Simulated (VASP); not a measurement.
Set up this calculation in VASP 6.6.1, as the native input.

```yaml
Task: single point
Functional: PBE
Potentials_or_basis: VASP PAW PBE potentials, release 64 (Pb_d, S)
Cutoff: 520 eV
k_mesh: 6 × 6 × 6
Occupations: fermi-dirac, width 0.02 eV
Spin: no spin polarisation
Dipole_correction: no
Further_INCAR_settings: ALGO = Normal; EDIFF = 1e-07; NBANDS = 28
```

The structure of PbS lies in POSCAR:

```
PbS
1.0
    1.9869769710     -5.6509386248      0.0000000000
    1.9869769710      5.6509386248      0.0000000000
    0.0000000000      0.0000000000      4.2604423679
Pb S
2 2
Direct
    0.8768390596      0.1231609404      0.7500000000
    0.1231609404      0.8768390596      0.2500000000
    0.6401209567      0.3598790433      0.7500000000
    0.3598790433      0.6401209567      0.2500000000
```

This cell differs from its parent crystal: biaxial xy strain -3.7%.

The input as run:

INCAR

```
SYSTEM = PbS
PREC     = Accurate       ! precision mode
ENCUT    = 520            ! plane-wave cutoff, eV
EDIFF    = 1E-7           ! SCF threshold, eV
ISMEAR   = -1             ! smearing method
SIGMA    = 0.02           ! smearing width, eV
LREAL    = .False.        ! projectors in reciprocal space
LASPH    = .True.         ! aspherical terms in the spheres
NELM     = 80             ! most SCF steps
ALGO     = Normal         ! electronic algorithm
ISIF     = 2              ! what is computed and relaxed
LWAVE    = .False.        ! write WAVECAR
LCHARG   = .False.        ! write CHGCAR
GGA      = PE             ! functional
NBANDS   = 28             ! bands
```

KPOINTS

```
regular mesh
0
Gamma
  6 6 6
  0 0 0
```

Potentials or basis: VASP PAW PBE potentials, release 64 (Pb_d, S).

Run with:

```bash
$ cat potpaw_PBE.64/Pb_d/POTCAR potpaw_PBE.64/S/POTCAR > POTCAR
$ mpirun -np 1 vasp_std > vasp.out
```

Results of the run:

```
Pressure               : 5.9 GPa
Largest force          : 0.139 eV/Å
Band gap on the k mesh : 1.05 eV, indirect (least direct gap 1.17 eV)
```

Caveat: the cell differs from its parent crystal (biaxial xy strain -3.7%); spin-orbit coupling is left out, which moves the levels of the heavy elements.

Wall time 4.8 min on 1 thread of Intel Xeon 8259CL, with other jobs on the host, peak memory 0.29 GiB.
